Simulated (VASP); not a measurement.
# MgB2: relaxation of shape and atoms at fixed volume with PBE

MgB2:

```xyz
3
Lattice="2.9931 0.0000 0.0000 -1.4966 2.5921 0.0000 0.0000 0.0000 3.3852" Properties=species:S:1:pos:R:3 pbc="T T T"
Mg    0.0000    0.0000    0.0000
B     0.0000    1.7281    1.6926
B     1.4966    0.8640    1.6926
```

| Item | Value |
| --- | --- |
| Program | VASP 6.6.1 |
| Task | relaxation of shape and atoms at fixed volume |
| Functional | PBE |
| Potentials or basis | VASP PAW PBE potentials, release 64 (Mg, B) |
| Cutoff | 600 eV |
| k mesh | 18 × 18 × 12 |
| Occupations | gaussian, width 0.1 eV |
| Spin | no spin polarisation |
| Dipole correction | no |
| Further INCAR settings | ALGO = Normal; EDIFF = 1e-07; IBRION = 2; EDIFFG = -0.01; NSW = 50; ISIF = 4 |

```
Energy gained by relaxing : 0.3 meV/atom
Ionic steps               : 2
Pressure after relaxing   : 15.9 GPa
Band gap on the k mesh    : zero (bands 4 and 5 overlap by 4.18 eV)
```

The path:
```
step  energy change (eV)  largest force (eV/Å)  pressure (GPa)  volume (Å³)
   1              0.0000                0.0000           16.18        26.26
   2             -0.0010                0.0000           15.86        26.26
```

Final structure:
```yaml
crystal:
  lattice:
    - [2.99990, 0.00000, 0.00000]
    - [-1.49995, 2.59799, 0.00000]
    - [0.00000, 0.00000, 3.36984]
  atoms:
    - { symbol: Mg, position: [0.00000, 0.00000, 0.00000] }
    - { symbol: B, position: [0.33333, 0.66667, 0.50000] }
    - { symbol: B, position: [0.66667, 0.33333, 0.50000] }
```

Levels at points of the mesh, in eV from the Fermi level:
| k point | band 2 | band 3 | band 4 | band 5 | band 6 | band 7 |
| --- | --- | --- | --- | --- | --- | --- |
| (0.00, 0.00, 0.00) | -2.91 | 0.38 | 0.38 | 2.23 | 6.61 | 6.61 |
| (0.50, 0.00, 0.00) | -8.24 | -2.32 | 0.33 | 3.46 | 4.04 | 6.10 |
| (0.00, 0.00, 0.50) | -7.82 | 0.84 | 0.84 | 6.91 | 6.91 | 8.40 |
| (0.50, 0.00, 0.50) | -7.21 | -3.79 | -2.00 | -1.33 | 6.30 | 9.52 |

Wall time 82 s on 1 thread of Intel(R) Xeon(R) Platinum 8259CL CPU @ 2.50GHz (Skylake/Cascade Lake), with other jobs on the host, peak memory 0.21 GiB.
